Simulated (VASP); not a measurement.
**Cs: single point with PBE+D3(BJ)**

Crystal: Cs.

```
CELL_PARAMETERS angstrom
0.00000 3.82984 3.82984
3.82984 0.00000 3.82984
3.82984 3.82984 0.00000
ATOMIC_POSITIONS crystal
Cs 0.00000 0.00000 0.00000
```

```yaml
Program: VASP 6.6.1
Task: single point
Functional: PBE
Dispersion: D3(BJ)
Potentials_or_basis: VASP PAW PBE potentials, release 64 (Cs_sv)
Cutoff: 520 eV
k_mesh: 6 × 6 × 6
Occupations: fermi-dirac, width 0.05 eV
Spin: no spin polarisation
```

| Quantity | Value |
| --- | --- |
| Pressure | 0.0 GPa |
| Dispersion energy per atom | -0.091 eV |

Levels at points of the mesh, in eV from the Fermi level:
```tsv
k point	band 2	band 3	band 4	band 5	band 6	band 7	band 8	band 9
(0.00, 0.00, 0.00)	-10.56	-10.56	-10.56	-1.68	2.48	2.48	2.48	3.59
(0.50, 0.00, 0.00)	-10.71	-10.58	-10.58	-0.02	0.80	2.33	2.33	4.40
(0.50, 0.50, 0.00)	-10.70	-10.61	-10.61	0.27	1.05	1.49	4.11	4.11
```

Run time: 8.5 s on 1 thread of Intel(R) Xeon(R) 6975P-C (Granite Rapids), on a shared host, peak memory 0.23 GiB.

Caveat: three body term missing; spin-orbit coupling is left out, which moves the levels of the heavy elements; pairwise dispersion overbinds metals, which lowers pressure and volume.
